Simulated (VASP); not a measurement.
# B (Im-3m) in VASP: a series of runs

Runs on B. Level: PBEsol. Tasks: single point, relaxation of cell and atoms.

Program: VASP 6.6.1. These are calculated values, not measurements. Logs are shortened: lines on timing, memory, paths and dates and some standing lists are left out, and cuts for length are marked.

## (1) The cell of the first run

Symmetry: Im-3m, No. 229, cubic system. Conventional cell: a = 2.328 Å, b = 2.328 Å, c = 2.328 Å, α = 90.00°, β = 90.00°, γ = 90.00°. B (site symmetry m-3m) has 14 B at 2.02 to 2.33 Å within 2.7 Å.

## (2) Single point, PBEsol (volume scaled by 1.04)

INCAR reads:

```
  PREC = Accurate
  ENCUT = 520
  EDIFF = 1E-6
  ISMEAR = -1
  SIGMA = 0.1
  LREAL = F
  LASPH = T
  NELM = 60
  ALGO = Normal
  ISIF = 2
  LWAVE = F
  LCHARG = F
  GGA = PS
  NBANDS = 8
```

KPOINTS reads:

```
regular mesh
0
Gamma
  21 21 21
```

POSCAR reads:

```
B
1.0
   -1.1641961778      1.1641961778      1.1641961778
    1.1641961778     -1.1641961778      1.1641961778
    1.1641961778      1.1641961778     -1.1641961778
B
1
Direct
    0.0000000000      0.0000000000      0.0000000000
```

Potentials or basis: VASP PAW PBE potentials, release 64 (B).

Command:

```console
cat potpaw_PBE.64/B/POTCAR > POTCAR
mpirun -np 1 vasp_std > vasp.out
```

OUTCAR:

```text
PREC = Accurate
   ENCUT = 520
   EDIFF = 1E-6
   ISMEAR = -1
   LREAL = F
   LASPH = T
   NELM = 60
   ISIF = 2
   GGA = PS

 ion  position               nearest neighbor table
   1  0.000  0.000  0.000-

  LATTYP: Found a body centered cubic cell.
 ALAT       =     2.3283923556

  Lattice vectors:

 A1 = (  -1.1641961778,   1.1641961778,   1.1641961778)
 A2 = (   1.1641961778,  -1.1641961778,   1.1641961778)
 A3 = (   1.1641961778,   1.1641961778,  -1.1641961778)

Analysis of symmetry for initial positions (statically):
=====================================================================
 Subroutine PRICEL returns:
 Original cell was already a primitive cell.

 Routine SETGRP: Setting up the symmetry group for a
 body centered cubic supercell.

 Subroutine GETGRP returns: Found 48 space group operations
 (whereof 48 operations were pure point group operations)
 out of a pool of 48 trial point group operations.

The static configuration has the point symmetry O_h .

Analysis of symmetry for dynamics (positions and initial velocities):
=====================================================================
 Subroutine PRICEL returns:
 Original cell was already a primitive cell.

 Routine SETGRP: Setting up the symmetry group for a
 body centered cubic supercell.

 Subroutine GETGRP returns: Found 48 space group operations
 (whereof 48 operations were pure point group operations)
 out of a pool of 48 trial point group operations.

The dynamic configuration has the point symmetry O_h .

 Subroutine INISYM returns: Found 48 space group operations
 (whereof 48 operations are pure point group operations),
 and found     1 'primitive' translations

----------------------------------------------------------------------------------------

                                     Primitive cell

  volume of cell :       6.3116

  direct lattice vectors                    reciprocal lattice vectors
    -1.164196178  1.164196178  1.164196178     0.000000000  0.429480881  0.429480881
     1.164196178 -1.164196178  1.164196178     0.429480881  0.000000000  0.429480881
     1.164196178  1.164196178 -1.164196178     0.429480881  0.429480881  0.000000000

  length of vectors
     2.016446930  2.016446930  2.016446930     0.607377687  0.607377687  0.607377687

  position of ions in fractional coordinates (direct lattice)
     0.000000000  0.000000000  0.000000000

  ion indices of the primitive-cell ions
   primitive index   ion index
                 1           1

----------------------------------------------------------------------------------------

 KPOINTS: regular mesh

Automatic generation of k-mesh.
 Grid dimensions read from file:
 generate k-points for:   21   21   21

 Generating k-lattice:

  Cartesian coordinates                     Fractional coordinates (reciprocal lattice)
     0.000000000  0.020451471  0.020451471     0.047619048  0.000000000  0.000000000
     0.020451471  0.000000000  0.020451471     0.000000000  0.047619048  0.000000000
     0.020451471  0.020451471  0.000000000     0.000000000  0.000000000  0.047619048

  Length of vectors
     0.028922747  0.028922747  0.028922747

  Shift w.r.t. Gamma in fractional coordinates (k-lattice)
     0.000000000  0.000000000  0.000000000

 Subroutine IBZKPT returns following result:
 ===========================================

 Found    286 irreducible k-points:

 Following reciprocal coordinates:
            Coordinates               Weight
  0.000000  0.000000  0.000000      1.000000
  0.047619  0.000000  0.000000     12.000000
  0.095238  0.000000  0.000000     12.000000
  0.142857  0.000000  0.000000     12.000000
  0.190476  0.000000  0.000000     12.000000
  0.238095  0.000000  0.000000     12.000000
[... 16 lines left out ...]
  0.142857  0.095238  0.000000     48.000000
  0.190476  0.095238  0.000000     48.000000
 [... further k-points ...]
   k-points           NKPTS =    286   k-points in BZ     NKDIM =    286   number of bands    NBANDS=      8
   number of dos      NEDOS =    301   number of ions     NIONS =      1
   total plane-waves  NPLWV =   4096
   dimension x,y,z NGX =    16 NGY =   16 NGZ =   16
   dimension x,y,z NGXF=    32 NGYF=   32 NGZF=   32
   ions per type =               1
   NGX,Y,Z   is equivalent  to a cutoff of  13.19, 13.19, 13.19 a.u.
   NGXF,Y,Z  is equivalent  to a cutoff of  26.38, 26.38, 26.38 a.u.
 SYSTEM =  unknown system
   PREC   = accura    normal or accurate (medium, high low for compatibility)
   ISTART =      0    job   : 0-new  1-cont  2-samecut
   ICHARG =      2    charge: 1-file 2-atom 10-const
   ISPIN  =      1    spin polarized calculation?
   LNONCOLLINEAR =      F non collinear calculations
   LSORBIT =      F    spin-orbit coupling
   LASPH  =      T    aspherical Exc in radial PAW
   ENCUT  =  520.0 eV  38.22 Ry    6.18 a.u.   3.75  3.75  3.75*2*pi/ulx,y,z
   NELM   =     60;   NELMIN=  2; NELMDL= -5     # of ELM steps
   EDIFF  = 0.1E-05   stopping-criterion for ELM
   LREAL  =      F    real-space projection
   EDIFFG = 0.1E-04   stopping-criterion for IOM
   NSW    =      0    number of steps for IOM
   IBRION =     -1    ionic relax: 0-MD 1-quasi-New 2-CG
   NFREE  =      0    steps in history (QN), initial steepest desc. (CG)
   ISIF   =      2    stress and relaxation
   ISYM   =      2    0-nonsym 1-usesym 2-fastsym
   POTIM  = 0.5000    time-step for ionic-motion
   TEBEG  =    0.0;   TEEND  =   0.0 temperature during run
   PSTRESS=    0.0 pullay stress
   NELECT =       3.0000    total number of electrons
   NUPDOWN=      -1.0000    fix difference up-down
   EMIN   =  10.00;   EMAX   =-10.00  energy-range for DOS
   EFERMI =   0.00;   METHOD = LEGACY
   ISMEAR =    -1;   SIGMA  =   0.10  broadening in eV -4-tet -1-fermi 0-gaus
   EFERMI_NEDOS =   21; number of points for ismear=-14 and -15
   IALGO  =     38    algorithm
   IMIX   =      4    mixing-type and parameters
     AMIX     =   0.40;   BMIX     =  1.00
     AMIX_MAG =   1.60;   BMIX_MAG =  1.00
  volume/ion in A,a.u.               =       6.31        42.59
  Fermi-wavevector in a.u.,A,eV,Ry     =   1.277622  2.414356 22.209038  1.632318
  Thomas-Fermi vector in A             =   2.410211
   LORBIT       =      0    0 simple, 1 ext, 2 COOP (PROOUT), +10 PAW based schemes
   GGA     = PS    functional components
   LHFCALC =     F    Hartree Fock is set to
   AEXX    =    0.0000 exact exchange contribution
   IVDW    =     0    specifies the selected vdW correction
   LEPSILON=     F    determine dielectric tensor
   LRPA    =     F    only Hartree local field effects (RPA)
 non-spin polarized calculation
  energy-cutoff  :      520.00
  volume of cell :        6.31
 maximum number of plane-waves:       178
   NGX =  7   NGY =  7   NGZ =  7

 number of electron       3.0000000 magnetization

 Free energy of the ion-electron system (eV)
  ---------------------------------------------------
  ext. energy  EPLUGINS =         0.00000000
  ---------------------------------------------------
  free energy    TOTEN  =        -5.39034204 eV

  energy without entropy =       -5.38216265  energy(sigma->0) =       -5.38625234

 E-fermi :   9.6450     XC(G=0): -12.7590

 val. band max:        9.6287101027   @ k =  -0.4762   0.4762   0.4762
 cond. band min:       9.6613883996   @ k =  -0.3333   0.4762   0.1905
 fundamental gap:      0.0326782969
 Fermi energy:         9.6450074824

 k-point     1 :       0.0000    0.0000    0.0000
  band No.  band energies     occupation
      1      -8.6626      2.00000
      2      24.8388      0.00000
      3      24.8388      0.00000
      4      24.8388      0.00000
      5      42.9474      0.00000
      6      42.9474      0.00000
      7      42.9474      0.00000
      8      46.6848      0.00000

 k-point     2 :       0.0476    0.0000    0.0000
  band No.  band energies     occupation
      1      -8.5615      2.00000
      2      24.5107      0.00000
      3      24.5904      0.00000
      4      24.7781      0.00000
      5      41.9567      0.00000
      6      41.9751      0.00000
      7      43.4330      0.00000
      8      45.2021      0.00000

 k-point     3 :       0.0952    0.0000    0.0000
  band No.  band energies     occupation
      1      -8.2581      2.00000
      2      23.5149      0.00000
      3      23.9228      0.00000
      4      24.5997      0.00000
      5      39.6114      0.00000
      6      40.1769      0.00000
      7      44.5888      0.00000
      8      44.8119      0.00000

 k-point     4 :       0.1429    0.0000    0.0000
  band No.  band energies     occupation
      1      -7.7529      2.00000
      2      21.8632      0.00000
      3      23.0043      0.00000
      4      24.3155      0.00000
      5      37.5811      0.00000
      6      38.3557      0.00000
      7      43.9000      0.00000
      8      46.2759      0.00000

 k-point     5 :       0.1905    0.0000    0.0000
  band No.  band energies     occupation
      1      -7.0466      2.00000
      2      19.6696      0.00000
      3      21.9951      0.00000
      4      23.9483      0.00000
      5      36.1997      0.00000
      6      36.6938      0.00000
      7      43.6457      0.00000
      8      47.6087      0.00000
[... 177 lines left out ...]
 k-point    22 :       0.0952    0.0952    0.0000
  band No.  band energies     occupation
      1      -7.4498      2.00000
      2      21.4443      0.00000
      3      22.2137      0.00000
      4      23.7432      0.00000
      5      36.9937      0.00000
      6      37.8143      0.00000
      7      43.5491      0.00000
      8      47.1035      0.00000

 k-point    23 :       0.1429    0.0952    0.0000
  band No.  band energies     occupation
      1      -6.7436      2.00000
      2      19.6892      0.00000
      3      20.8752      0.00000
      4      23.1983      0.00000
      5      36.0327      0.00000
      6      36.8293      0.00000
      7      43.6240      0.00000
      8      48.3769      0.00000

 k-point    24 :       0.1905    0.0952    0.0000
  band No.  band energies     occupation
      1      -5.8382      2.00000
      2      17.2970      0.00000
      3      19.7968      0.00000
      4      22.6379      0.00000
      5      35.4835      0.00000
      6      35.9819      0.00000
      7      43.8936      0.00000
      8      49.9593      0.00000

 [... further k-points ...]
[... 5 lines left out ...]
  --------------------------------------------------------------------------------------
  -------------------------------------------------------------------------------------
  Total       -0.3363817     -0.3363817     -0.3363817      0.0000000      0.0000000      0.0000000
  in kB      -85.3894976    -85.3894976    -85.3894976      0.0000000      0.0000000      0.0000000
  external PRESSURE =     -85.3894976 kB  Pullay stress =       0.0000000 kB

 VOLUME and BASIS-vectors are now :
 -----------------------------------------------------------------------------
  energy-cutoff  :      520.00
  volume of cell :        6.31
      direct lattice vectors                 reciprocal lattice vectors
    -1.164196178  1.164196178  1.164196178     0.000000000  0.429480881  0.429480881
     1.164196178 -1.164196178  1.164196178     0.429480881  0.000000000  0.429480881
     1.164196178  1.164196178 -1.164196178     0.429480881  0.429480881  0.000000000

 POSITION                                       TOTAL-FORCE (eV/Angst)
 -----------------------------------------------------------------------------------
      0.00000      0.00000      0.00000         0.000000     -0.000000     -0.000000
 -----------------------------------------------------------------------------------
    total drift:                               -0.000000     -0.000000     -0.000000

  FREE ENERGIE OF THE ION-ELECTRON SYSTEM (eV)
  ---------------------------------------------------
  free  energy   TOTEN  =        -5.3903420387 eV

  energy  without entropy=       -5.3821626460  energy(sigma->0) =       -5.38625234
```

Wall time 3.6 s (1 thread of Intel Xeon Platinum 8488C (Sapphire Rapids), shared host); peak memory 0.11 GiB.

Results:

* Free energy: -5.3903 eV
* Pressure: -8.5 GPa

Caveat: the PAW data sets were made with another functional, which shifts forces and pressure a little.

(Continued in part 2 of 2.)
